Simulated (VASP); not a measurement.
Crystal: MnO.

```xyz
2
Lattice="2.9910 -1.7284 0.0000 2.9910 1.7284 0.0000 -1.9978 0.0000 2.8289" Properties=species:S:1:pos:R:3 pbc="T T T"
Mn    1.9919    0.0000    1.4163
O     3.9872    0.0000    0.7054
```

Base run:

```yaml
Program: VASP 6.6.1
Functional: PBE
Potentials_or_basis: VASP PAW PBE potentials, release 64 (Mn_pv, O)
Cutoff: 520 eV
k_mesh: 9 × 9 × 9
Occupations: fermi-dirac, width 0.05 eV
Spin: collinear spin, ferromagnetic start
Starting_moments: "[4.0, 0.0] μB"
```

Its results: pressure -5.5 GPa; net moment 5.00 μB per cell; site moments Mn +4.44; O +0.18 μB.

Question: The run is repeated on the same cell with these changes: functional from PBE to PBEsol. What comes out?

Answer: Pressure -9.8 GPa; net moment 5.00 μB per cell; site moments Mn +4.43; O +0.17 μB.

PBEsol binds more tightly than PBE, so the same cell stands under less pressure.

Caveats: the cell stands under tension; a cell with one magnetic atom can't hold antiferromagnetic order, which such compounds often take; the PAW data sets were made with another functional, which shifts forces and pressure a little (at least some runs).
